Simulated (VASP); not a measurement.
Input of a VASP 6.6.1 run:

The input INCAR:

```
SYSTEM = KCl
PREC = Accurate
ENCUT = 520
EDIFF = 1E-6
ISMEAR = -1
SIGMA = 0.05
LREAL = .False.
LASPH = .True.
NELM = 100
ALGO = Normal
ISIF = 2
LWAVE = .False.
LCHARG = .False.
GGA = PS
NBANDS = 42
```

The input KPOINTS:

```
regular mesh
0
Gamma
  6 6 2
  0 0 0
```

File POSCAR:

```
KCl
1.0
    4.3081349610      0.0004946868     -0.0008889600
   -4.3072903756      7.4616135855      0.0017156085
   -0.0014916918      0.0008268833      7.5831048273
K Cl
4 4
Direct
   -0.0362822676     -0.0157484729      0.0007388906
   -0.0362048898     -0.0157099811      0.5007825097
   -0.0353024270      0.4842635629      0.0008853643
   -0.0350055668      0.4843506608      0.5008515442
    0.2981654491      0.3175710759      0.2508376260
    0.6304536882      0.1509947047      0.7507898270
    0.2971409460      0.8175945532      0.2507857256
    0.6312632394      0.6509521187      0.7508283856
```

Potentials or basis: VASP PAW PBE potentials, release 64 (K_sv, Cl).

Launch:

```console
$ cat potpaw_PBE.64/K_sv/POTCAR potpaw_PBE.64/Cl/POTCAR > POTCAR
$ mpirun -np 1 vasp_std > vasp.out
```

(1) Predict the band gap on the k mesh.

(2) What does it give for the pressure?

Results:

(1) 5.03 eV.

(2) 0.0 GPa.

Caveat: the PAW data sets were made with another functional, which shifts forces and pressure a little.
